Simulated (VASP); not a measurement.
Here is a VASP 6.6.1 calculation.

Contents of INCAR:

```
SYSTEM = CoSi16
ALGO     = Normal         ! electronic algorithm
EDIFF    = 1E-7           ! SCF threshold, eV
ENCUT    = 520            ! plane-wave cutoff, eV
GGA      = CA             ! functional
ISIF     = 2              ! what is computed and relaxed
ISMEAR   = 0              ! smearing method
ISPIN    = 2              ! spin polarisation
LASPH    = .TRUE.         ! aspherical terms in the spheres
LCHARG   = .FALSE.        ! write CHGCAR
LMAXMIX  = 4              ! l up to which the mixer works
LORBIT   = 11             ! projections on sites
LREAL    = Auto         
LWAVE    = .FALSE.        ! write WAVECAR
MAGMOM   = 0 0 0 0 0 0 0 0 0 0 0 0 0 0 0 0 0.67 ! initial moments
NBANDS   = 54             ! bands
NELM     = 150            ! most SCF steps
PREC     = Accurate       ! precision mode
SIGMA    = 0.02           ! smearing width, eV
```

File KPOINTS:

```
k-points
0
G
  3 3 3
  0 0 0
```

File POSCAR:

```
CoSi16
1.0
    0.0000000000      5.4019422852     -5.4019422852
    5.4019422852      5.4019422852      0.0000000000
    5.4019422852      0.0000000000     -5.4019422852
Si Co
16 1
Direct
    0.1197741416      0.1284386177      0.1288455084
    0.1228507202      0.6422933302      0.1117143553
    0.5832192078      0.1421641438      0.1420378929
    0.6297152617      0.6275088331      0.1208473667
    0.1227634367      0.1116500266      0.6420801661
    0.1274484183      0.6200645663      0.6203966690
    0.6294355475      0.1208719874      0.6275662199
    0.6384597091      0.6189978203      0.6189291413
    0.2524627121      0.7543636686      0.2450816632
    0.2114967061      0.2690854369      0.2689725146
    0.7422579303      0.7686475125      0.2438499766
    0.7388549876      0.2520965475      0.2521330159
    0.2637517072      0.7392290197      0.7392767803
    0.2521493989      0.2447355840      0.7547041943
    0.7538629228      0.7479033997      0.7478669313
    0.7421735162      0.2439373526      0.7684623939
   -0.0488179040      0.0248480071      0.0243666987
```

Potentials or basis: VASP PAW LDA potentials, release 64 (Si, Co).

The run is started by

```bash
$ cat potpaw_LDA.64/Si/POTCAR potpaw_LDA.64/Co/POTCAR > POTCAR
$ mpirun -np 1 vasp_std > vasp.out
```

(1) What does it give for the net moment?

(2) Estimate the pressure.

(3) What does it give for the site moments?

Results:

(1) 0.99 μB per cell.

(2) -0.8 GPa.

(3) Si +0.02, +0.01, +0.00 (each value once); Co +0.60 μB.
